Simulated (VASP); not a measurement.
# AgI (F-43m) in VASP: further runs

The runs below take AgI through single point, with LDA, PBEsol, PBE, r2SCAN.

All numbers are computed with VASP 6.6.1; they aren't measurements. Logs are shortened: lines on timing, memory, paths and dates and some standing lists are left out, and cuts for length are marked.

## Step 1: The cell of the first run

The structure is cubic, space group F-43m (No. 216). The conventional cell has a = 6.349 Å, b = 6.349 Å, c = 6.349 Å, α = 90.00°, β = 90.00°, γ = 90.00°. Ag (site symmetry -43m) has 4 I at 2.75 Å within 3.6 Å. Within 3.6 Å of I (site symmetry -43m) lie 4 Ag at 2.75 Å.

## Step 2: Single point, LDA

INCAR reads:

```
ALGO = Normal ; EDIFF = 1E-6
ENCUT = 500 ; GGA = CA
GGA_COMPAT = F ; ISIF = 2
ISMEAR = -1 ; LASPH = T
LCHARG = F ; LREAL = F
LWAVE = F ; NBANDS = 16
NELM = 120 ; PREC = Accurate
SIGMA = 0.02
```

KPOINTS reads:

```
k-points
0
Gamma
  6 6 6
```

POSCAR reads:

```
AgI
1.0
    0.0000000000      3.1745788340      3.1745788340
    3.1745788340      0.0000000000      3.1745788340
    3.1745788340      3.1745788340      0.0000000000
Ag I
1 1
Direct
    0.0000000000      0.0000000000      0.0000000000
    0.7500000000      0.7500000000      0.7500000000
```

Potentials or basis: VASP PAW LDA potentials, release 64 (Ag, I).

Run with:

```sh
$ cat potpaw_LDA.64/Ag/POTCAR potpaw_LDA.64/I/POTCAR > POTCAR
$ mpirun -np 1 vasp_std > vasp.out
```

OUTCAR:

```text
EDIFF = 1E-6
   ENCUT = 500
   GGA = CA
   ISIF = 2
   ISMEAR = -1
   LASPH = T
   LREAL = F
   NELM = 120
   PREC = Accurate

 ion  position               nearest neighbor table
   1  0.000  0.000  0.000-   2 2.75   2 2.75   2 2.75   2 2.75
   2  0.750  0.750  0.750-   1 2.75   1 2.75   1 2.75   1 2.75

  LATTYP: Found a face centered cubic cell.
 ALAT       =     6.3491576680

  Lattice vectors:

 A1 = (   0.0000000000,   3.1745788340,   3.1745788340)
 A2 = (   3.1745788340,   0.0000000000,   3.1745788340)
 A3 = (   3.1745788340,   3.1745788340,   0.0000000000)

Analysis of symmetry for initial positions (statically):
=====================================================================
 Subroutine PRICEL returns:
 Original cell was already a primitive cell.

 Routine SETGRP: Setting up the symmetry group for a
 face centered cubic supercell.

 Subroutine GETGRP returns: Found 24 space group operations
 (whereof 24 operations were pure point group operations)
 out of a pool of 48 trial point group operations.

The static configuration has the point symmetry T_d .

Analysis of symmetry for dynamics (positions and initial velocities):
=====================================================================
 Subroutine PRICEL returns:
 Original cell was already a primitive cell.

 Routine SETGRP: Setting up the symmetry group for a
 face centered cubic supercell.

 Subroutine GETGRP returns: Found 24 space group operations
 (whereof 24 operations were pure point group operations)
 out of a pool of 48 trial point group operations.

The dynamic configuration has the point symmetry T_d .

 Subroutine INISYM returns: Found 24 space group operations
 (whereof 24 operations are pure point group operations),
 and found     1 'primitive' translations

----------------------------------------------------------------------------------------

                                     Primitive cell

  volume of cell :      63.9865

  direct lattice vectors                    reciprocal lattice vectors
     0.000000000  3.174578834  3.174578834    -0.157501208  0.157501208  0.157501208
     3.174578834  0.000000000  3.174578834     0.157501208 -0.157501208  0.157501208
     3.174578834  3.174578834  0.000000000     0.157501208  0.157501208 -0.157501208

  length of vectors
     4.489532442  4.489532442  4.489532442     0.272800094  0.272800094  0.272800094

  position of ions in fractional coordinates (direct lattice)
     0.000000000  0.000000000  0.000000000
     0.750000000  0.750000000  0.750000000

  ion indices of the primitive-cell ions
   primitive index   ion index
                 1           1
                 2           2

----------------------------------------------------------------------------------------

 KPOINTS: k-points

Automatic generation of k-mesh.
 Grid dimensions read from file:
 generate k-points for:    6    6    6

 Generating k-lattice:

  Cartesian coordinates                     Fractional coordinates (reciprocal lattice)
    -0.026250201  0.026250201  0.026250201     0.166666667  0.000000000  0.000000000
     0.026250201 -0.026250201  0.026250201     0.000000000  0.166666667  0.000000000
     0.026250201  0.026250201 -0.026250201     0.000000000  0.000000000  0.166666667

  Length of vectors
     0.045466682  0.045466682  0.045466682

  Shift w.r.t. Gamma in fractional coordinates (k-lattice)
     0.000000000  0.000000000  0.000000000

 Subroutine IBZKPT returns following result:
 ===========================================

 Found     16 irreducible k-points:

 Following reciprocal coordinates:
            Coordinates               Weight
  0.000000  0.000000  0.000000      1.000000
  0.166667  0.000000  0.000000      8.000000
  0.333333  0.000000  0.000000      8.000000
  0.500000  0.000000  0.000000      4.000000
  0.166667  0.166667  0.000000      6.000000
  0.333333  0.166667  0.000000     24.000000
[... 8 lines left out ...]
 -0.333333  0.333333  0.166667     24.000000
 -0.333333  0.500000  0.166667     12.000000
   k-points           NKPTS =     16   k-points in BZ     NKDIM =     16   number of bands    NBANDS=     16
   number of dos      NEDOS =    301   number of ions     NIONS =      2
   total plane-waves  NPLWV =  46656
   dimension x,y,z NGX =    36 NGY =   36 NGZ =   36
   dimension x,y,z NGXF=    72 NGYF=   72 NGZF=   72
   ions per type =               1   1
   NGX,Y,Z   is equivalent  to a cutoff of  13.33, 13.33, 13.33 a.u.
   NGXF,Y,Z  is equivalent  to a cutoff of  26.66, 26.66, 26.66 a.u.
 SYSTEM =  unknown system
   PREC   = accura    normal or accurate (medium, high low for compatibility)
   ISTART =      0    job   : 0-new  1-cont  2-samecut
   ICHARG =      2    charge: 1-file 2-atom 10-const
   ISPIN  =      1    spin polarized calculation?
   LNONCOLLINEAR =      F non collinear calculations
   LSORBIT =      F    spin-orbit coupling
   LASPH  =      T    aspherical Exc in radial PAW
   ENCUT  =  500.0 eV  36.75 Ry    6.06 a.u.   8.19  8.19  8.19*2*pi/ulx,y,z
   NELM   =    120;   NELMIN=  2; NELMDL= -5     # of ELM steps
   EDIFF  = 0.1E-05   stopping-criterion for ELM
   LREAL  =      F    real-space projection
   EDIFFG = 0.1E-04   stopping-criterion for IOM
   NSW    =      0    number of steps for IOM
   IBRION =     -1    ionic relax: 0-MD 1-quasi-New 2-CG
   NFREE  =      0    steps in history (QN), initial steepest desc. (CG)
   ISIF   =      2    stress and relaxation
   ISYM   =      2    0-nonsym 1-usesym 2-fastsym
   POTIM  = 0.5000    time-step for ionic-motion
   TEBEG  =    0.0;   TEEND  =   0.0 temperature during run
   PSTRESS=    0.0 pullay stress
   NELECT =      18.0000    total number of electrons
   NUPDOWN=      -1.0000    fix difference up-down
   EMIN   =  10.00;   EMAX   =-10.00  energy-range for DOS
   EFERMI =   0.00;   METHOD = LEGACY
   ISMEAR =    -1;   SIGMA  =   0.02  broadening in eV -4-tet -1-fermi 0-gaus
   EFERMI_NEDOS =   21; number of points for ismear=-14 and -15
   IALGO  =     38    algorithm
   IMIX   =      4    mixing-type and parameters
     AMIX     =   0.40;   BMIX     =  1.00
     AMIX_MAG =   1.60;   BMIX_MAG =  1.00
  volume/ion in A,a.u.               =      31.99       215.90
  Fermi-wavevector in a.u.,A,eV,Ry     =   1.072678  2.027068 15.655394  1.150639
  Thomas-Fermi vector in A             =   2.208456
   LORBIT       =      0    0 simple, 1 ext, 2 COOP (PROOUT), +10 PAW based schemes
   GGA     = CA    functional components
   LHFCALC =     F    Hartree Fock is set to
   AEXX    =    0.0000 exact exchange contribution
   IVDW    =     0    specifies the selected vdW correction
   LEPSILON=     F    determine dielectric tensor
   LRPA    =     F    only Hartree local field effects (RPA)
 non-spin polarized calculation
  energy-cutoff  :      500.00
  volume of cell :       63.99
 maximum number of plane-waves:      1660
 NGX is ok and might be reduce to    36
   NGX = 17   NGY = 17   NGZ = 17

 number of electron      18.0000002 magnetization

 Free energy of the ion-electron system (eV)
  ---------------------------------------------------
  ext. energy  EPLUGINS =         0.00000000
  ---------------------------------------------------
  free energy    TOTEN  =        -6.12169562 eV

  energy without entropy =       -6.12169562  energy(sigma->0) =       -6.12169562

 E-fermi :   4.1866     XC(G=0):  -9.1583

 val. band max:        3.7089040311   @ k =   0.0000   0.0000   0.0000
 cond. band min:       4.8006509937   @ k =   0.0000   0.0000   0.0000
 fundamental gap:      1.0917469626
 Fermi energy:         4.1865607465

 k-point     1 :       0.0000    0.0000    0.0000
  band No.  band energies     occupation
      1      -9.5471      2.00000
      2      -0.9825      2.00000
      3      -0.9825      2.00000
      4      -0.9825      2.00000
      5       0.2665      2.00000
      6       0.2665      2.00000
[... 8 lines left out ...]
     15      13.8311      0.00000
     16      13.8311      0.00000

 k-point     2 :       0.1667    0.0000    0.0000
  band No.  band energies     occupation
      1      -9.4628      2.00000
      2      -1.0329      2.00000
      3      -0.9316      2.00000
      4      -0.9316      2.00000
      5       0.2596      2.00000
      6       0.2596      2.00000
[... 8 lines left out ...]
     15      12.9246      0.00000
     16      13.1198      0.00000

 k-point     3 :       0.3333    0.0000    0.0000
  band No.  band energies     occupation
      1      -9.2854      2.00000
      2      -1.0437      2.00000
      3      -0.8364      2.00000
      4      -0.8364      2.00000
      5       0.2737      2.00000
      6       0.2737      2.00000
[... 8 lines left out ...]
     15      13.2874      0.00000
     16      13.2874      0.00000

 k-point     4 :       0.5000    0.0000    0.0000
  band No.  band energies     occupation
      1      -9.1919      2.00000
      2      -0.9527      2.00000
      3      -0.7945      2.00000
      4      -0.7945      2.00000
      5       0.3005      2.00000
      6       0.3005      2.00000
[... 8 lines left out ...]
     15      14.6006      0.00000
     16      14.6006      0.00000

 k-point     5 :       0.1667    0.1667    0.0000
  band No.  band energies     occupation
      1      -9.4347      2.00000
      2      -1.0978      2.00000
      3      -0.8852      2.00000
      4      -0.8852      2.00000
      5       0.2187      2.00000
      6       0.2914      2.00000
[... 8 lines left out ...]
     15      13.9573      0.00000
     16      14.2751      0.00000

 k-point     6 :       0.3333    0.1667    0.0000
  band No.  band energies     occupation
      1      -9.2878      2.00000
      2      -1.1349      2.00000
      3      -0.7885      2.00000
      4      -0.7742      2.00000
      5       0.2145      2.00000
      6       0.3112      2.00000
[... 8 lines left out ...]
     15      14.0556      0.00000
     16      14.3775      0.00000

 k-point     7 :       0.5000    0.1667    0.0000
  band No.  band energies     occupation
      1      -9.1639      2.00000
      2      -0.9772      2.00000
      3      -0.7317      2.00000
      4      -0.7175      2.00000
      5       0.2798      2.00000
      6       0.3076      2.00000
[... 8 lines left out ...]
     15      14.3920      0.00000
     16      14.6882      0.00000

 k-point     8 :      -0.3333    0.1667    0.0000
  band No.  band energies     occupation
      1      -9.1950      2.00000
      2      -0.9237      2.00000
      3      -0.8248      2.00000
      4      -0.7638      2.00000
      5       0.2482      2.00000
      6       0.2963      2.00000
[... 8 lines left out ...]
     15      13.7237      0.00000
     16      14.7404      0.00000

 k-point     9 :      -0.1667    0.1667    0.0000
  band No.  band energies     occupation
      1      -9.3468      2.00000
      2      -1.0591      2.00000
      3      -0.8686      2.00000
      4      -0.8549      2.00000
      5       0.2259      2.00000
      6       0.2929      2.00000
[... 8 lines left out ...]
     15      13.4584      0.00000
     16      14.5268      0.00000

 k-point    10 :       0.3333    0.3333    0.0000
  band No.  band energies     occupation
      1      -9.1987      2.00000
      2      -1.2787      2.00000
      3      -0.6210      2.00000
      4      -0.6210      2.00000
      5       0.1995      2.00000
      6       0.3418      2.00000
[... 8 lines left out ...]
     15      14.2806      0.00000
     16      16.9457      0.00000

 k-point    11 :       0.5000    0.3333    0.0000
  band No.  band energies     occupation
      1      -9.1053      2.00000
      2      -1.2100      2.00000
      3      -0.5341      2.00000
      4      -0.4966      2.00000
      5       0.3284      2.00000
      6       0.3357      2.00000
[... 8 lines left out ...]
     15      14.8487      0.00000
     16      15.8199      0.00000

 k-point    12 :      -0.3333    0.3333    0.0000
  band No.  band energies     occupation
      1      -9.1040      2.00000
      2      -0.9775      2.00000
      3      -0.6161      2.00000
      4      -0.5337      2.00000
      5       0.1619      2.00000
      6       0.2725      2.00000
[... 8 lines left out ...]
     15      13.5125      0.00000
     16      16.5118      0.00000

 k-point    13 :       0.5000    0.5000    0.0000
  band No.  band energies     occupation
      1      -9.0745      2.00000
      2      -1.3388      2.00000
      3      -0.4218      2.00000
      4      -0.4218      2.00000
      5       0.3673      2.00000
      6       0.3982      2.00000
[... 8 lines left out ...]
     15      14.5010      0.00000
     16      15.6524      0.00000

 k-point    14 :       0.5000    0.3333    0.1667
  band No.  band energies     occupation
      1      -9.1664      2.00000
      2      -1.0781      2.00000
      3      -0.7381      2.00000
      4      -0.6112      2.00000
      5       0.2490      2.00000
      6       0.3083      2.00000
[... 8 lines left out ...]
     15      14.8496      0.00000
     16      15.4551      0.00000

 k-point    15 :      -0.3333    0.3333    0.1667
  band No.  band energies     occupation
      1      -9.1040      2.00000
      2      -0.9084      2.00000
      3      -0.7692      2.00000
      4      -0.4877      2.00000
      5       0.1865      2.00000
      6       0.3499      2.00000
[... 8 lines left out ...]
     15      14.6007      0.00000
     16      15.4605      0.00000

 k-point    16 :      -0.3333    0.5000    0.1667
  band No.  band energies     occupation
      1      -9.0740      2.00000
      2      -1.1001      2.00000
      3      -0.5673      2.00000
      4      -0.4273      2.00000
      5       0.2527      2.00000
      6       0.5451      2.00000
[... 8 lines left out ...]
     15      15.3368      0.00000
     16      15.4418      0.00000

------------------------ aborting loop because EDIFF is reached ----------------------------------------

  FORCE on cell =-STRESS in cart. coord.  units (eV):
  Direction    XX          YY          ZZ          XY          YZ          ZX
  --------------------------------------------------------------------------------------
  -------------------------------------------------------------------------------------
  Total        0.0041773      0.0041773      0.0041773      0.0000000      0.0000000     -0.0000000
  in kB        0.1045961      0.1045961      0.1045961      0.0000000      0.0000000     -0.0000000
  external PRESSURE =       0.1045961 kB  Pullay stress =       0.0000000 kB

 VOLUME and BASIS-vectors are now :
 -----------------------------------------------------------------------------
  energy-cutoff  :      500.00
  volume of cell :       63.99
      direct lattice vectors                 reciprocal lattice vectors
     0.000000000  3.174578834  3.174578834    -0.157501208  0.157501208  0.157501208
     3.174578834  0.000000000  3.174578834     0.157501208 -0.157501208  0.157501208
     3.174578834  3.174578834  0.000000000     0.157501208  0.157501208 -0.157501208

 POSITION                                       TOTAL-FORCE (eV/Angst)
 -----------------------------------------------------------------------------------
      0.00000      0.00000      0.00000         0.000000      0.000000     -0.000000
      4.76187      4.76187      4.76187        -0.000000     -0.000000      0.000000
 -----------------------------------------------------------------------------------
    total drift:                               -0.000000     -0.000000      0.000000

  FREE ENERGIE OF THE ION-ELECTRON SYSTEM (eV)
  ---------------------------------------------------
  free  energy   TOTEN  =        -6.1216956204 eV

  energy  without entropy=       -6.1216956204  energy(sigma->0) =       -6.12169562
```

Run time: 11 s. Hardware: 1 thread of AMD EPYC 9R45 (Zen 5), shared host; peak memory 0.14 GiB.

What came out:

```
Free energy            : -6.1217 eV
Pressure               : 0.0 GPa
Band gap on the k mesh : 1.09 eV
```

Levels at points of the mesh, in eV from the valence-band top:
```
           k point  band 6  band 7  band 8  band 9  band 10  band 11  band 12  band 13
(0.00, 0.00, 0.00)   -3.44    0.00    0.00    0.00     1.09     5.51     5.51     5.51
(0.50, 0.00, 0.00)   -3.41   -3.27   -0.84   -0.84     2.53     6.03     6.03     7.07
(0.50, 0.50, 0.00)   -3.31   -2.93   -2.05   -2.05     3.23     3.67     8.50     9.72
```

Caveat: spin-orbit coupling is left out, which moves the levels of the heavy elements.

## Step 3: Single point, PBEsol

This run uses another cell than the first one, of 33.53 Å³/atom.

INCAR reads:

```
PREC = Accurate
ENCUT = 500
EDIFF = 1E-6
ISMEAR = -1
SIGMA = 0.02
LREAL = False
LASPH = True
NELM = 120
ALGO = Normal
ISIF = 2
LWAVE = False
LCHARG = False
GGA = PS
NBANDS = 16
GGA_COMPAT = False
```

KPOINTS reads:

```
regular mesh
0
Gamma
  6 6 6
```

POSCAR reads:

```
AgI
1.0
    0.0000000000      3.2245201337      3.2245201337
    3.2245201337      0.0000000000      3.2245201337
    3.2245201337      3.2245201337      0.0000000000
Ag I
1 1
Direct
    0.0000000000      0.0000000000      0.0000000000
    0.7500000000      0.7500000000      0.7500000000
```

Potentials or basis: VASP PAW PBE potentials, release 64 (Ag, I).

Run with:

```sh
$ cat potpaw_PBE.64/Ag/POTCAR potpaw_PBE.64/I/POTCAR > POTCAR
$ mpirun -np 1 vasp_std > vasp.out
```

Run time: 12 s. Hardware: 1 thread of AMD EPYC 9R45 (Zen 5), shared host; peak memory 0.18 GiB.

The run converged. Its results:

```
Free energy            : -5.4535 eV
Pressure               : 0.0 GPa
Band gap on the k mesh : 1.20 eV
```

Levels at points of the mesh, in eV from the valence-band top:
```
           k point  band 7  band 8  band 9  band 10  band 11  band 12
(0.00, 0.00, 0.00)    0.00    0.00    0.00     1.20     5.63     5.63
(0.50, 0.00, 0.00)   -3.03   -0.76   -0.76     2.64     6.12     6.12
(0.50, 0.50, 0.00)   -2.71   -1.87   -1.87     3.42     3.75     8.44
```

Caveat: the PAW data sets were made with another functional, which shifts forces and pressure a little; spin-orbit coupling is left out, which moves the levels of the heavy elements.

(Part 1 of 2 ends here.)
